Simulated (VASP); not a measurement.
BiTe, 2 atoms in the cell. Symmetry: Fm-3m, No. 225, cubic system. Conventional cell: a = 6.555 Å, b = 6.555 Å, c = 6.555 Å, α = 90.00°, β = 90.00°, γ = 90.00°. Within 4.3 Å of Bi (site symmetry m-3m) lie 6 Te at 3.28 Å. Te (site symmetry m-3m) has 6 Bi at 3.28 Å within 4.3 Å. 

| Quantity | Value |
| --- | --- |
| Program | VASP 6.6.1 |
| Task | single point |
| Functional | PBEsol |
| Potentials or basis | VASP PAW PBE potentials, release 64 (Bi_d, Te) |
| Cutoff | 520 eV |
| k mesh | 6 × 6 × 6 |
| Occupations | fermi-dirac, width 0.1 eV |
| Spin | no spin polarisation |
| Dipole correction | no |
| Further INCAR settings | ALGO = Normal; EDIFF = 1e-07; NBANDS = 18 |

Potentials or basis: VASP PAW PBE potentials, release 64 (Bi_d, Te).

Command:

```sh
$ cat potpaw_PBE.64/Bi_d/POTCAR potpaw_PBE.64/Te/POTCAR > POTCAR
$ mpirun -np 1 vasp_std > vasp.out
```

Hardware: 1 thread of AMD EPYC 7R13 (shared host).

Estimate the wall time of this run.

Wall time 71 s on 1 thread of AMD EPYC 7R13, with other jobs on the host, peak memory 0.17 GiB. Counts: scf iterations 13, k points 16.
